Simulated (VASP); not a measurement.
A run of VASP 6.6.1:

INCAR

```
  PREC = Accurate
  ENCUT = 520
  EDIFF = 1E-7
  ISMEAR = 0
  SIGMA = 0.2
  LREAL = Auto
  LASPH = True
  NELM = 80
  ALGO = Normal
  ISIF = 2
  LWAVE = False
  LCHARG = True
  GGA = PE
  LELF = True
  LVHAR = True
  NBANDS = 62
```

The input KPOINTS:

```
Automatic mesh
0
Gamma
  5 5 1
```

POSCAR

```
Mg3Zn2O3
1.0
    2.9823958900      0.0000000000      0.0000000000
    0.0000000000      2.9823958900      0.0000000000
    0.0000000000      0.0000000000     20.5596781471
Mg Zn O
6 4 6
Direct
    0.0000000000      0.5000000000      0.9479805681
    0.0000000000      0.5000000000      0.1558536591
    0.0000000000      0.5000000000      0.7388562750
    0.5000000000      0.0000000000      0.8441463409
    0.5000000000      0.0000000000      0.0520194319
    0.5000000000      0.0000000000      0.2611437250
    0.0000000000      0.5000000000      0.3794173850
    0.5000000000      0.0000000000      0.6205826150
    0.0000000000      0.5000000000      0.5436893794
    0.5000000000      0.0000000000      0.4563106206
    0.0000000000      0.5000000000      0.8438564666
    0.0000000000      0.5000000000      0.2600104558
    0.0000000000      0.5000000000      0.0519675344
    0.5000000000      0.0000000000      0.9480324656
    0.5000000000      0.0000000000      0.1561435334
    0.5000000000      0.0000000000      0.7399895442
```

Potentials or basis: VASP PAW PBE potentials, release 64 (Mg, Zn, O).

Launch:

```sh
$ cat potpaw_PBE.64/Mg/POTCAR potpaw_PBE.64/Zn/POTCAR potpaw_PBE.64/O/POTCAR > POTCAR
$ mpirun -np 1 vasp_std > vasp.out
```

Hardware: 1 thread of AMD EPYC 7R43 64-Core Processor (Zen 3) (shared host).

Problem. How long does it take, and how much memory?

Solution. Wall time 3.2 min on 1 thread of AMD EPYC 7R43 64-Core Processor (Zen 3), with other jobs on the host, peak memory 0.27 GiB. Counts: scf iterations 18, k points 6.
